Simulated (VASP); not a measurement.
Here is a VASP 6.6.1 calculation.

File INCAR:

```
SYSTEM = LiH
PREC = Accurate ; ENCUT = 520
EDIFF = 1E-6 ; ISMEAR = 0
SIGMA = 0.01 ; LREAL = .False.
LASPH = .True. ; NELM = 60
ALGO = Normal ; ISIF = 2
LWAVE = .False. ; LCHARG = .False.
GGA = PS ; NBANDS = 9
```

The input KPOINTS:

```
regular mesh
0
Gamma
  10 10 10
  0 0 0
```

File POSCAR:

```
LiH
1.0
    0.0000000000      2.0367500000      2.0367500000
    2.0367500000      0.0000000000      2.0367500000
    2.0367500000      2.0367500000      0.0000000000
Li H
1 1
Direct
    0.0000000000      0.0000000000      0.0000000000
    0.5000000000      0.5000000000      0.5000000000
```

Potentials or basis: VASP PAW PBE potentials, release 64 (Li_sv, H).

Run with:

```sh
$ cat potpaw_PBE.64/Li_sv/POTCAR potpaw_PBE.64/H/POTCAR > POTCAR
$ mpirun -np 1 vasp_std > vasp.out
```

Q: Estimate the band gap on the k mesh.

A: 2.78 eV, direct.

 A k mesh can miss the band edges.
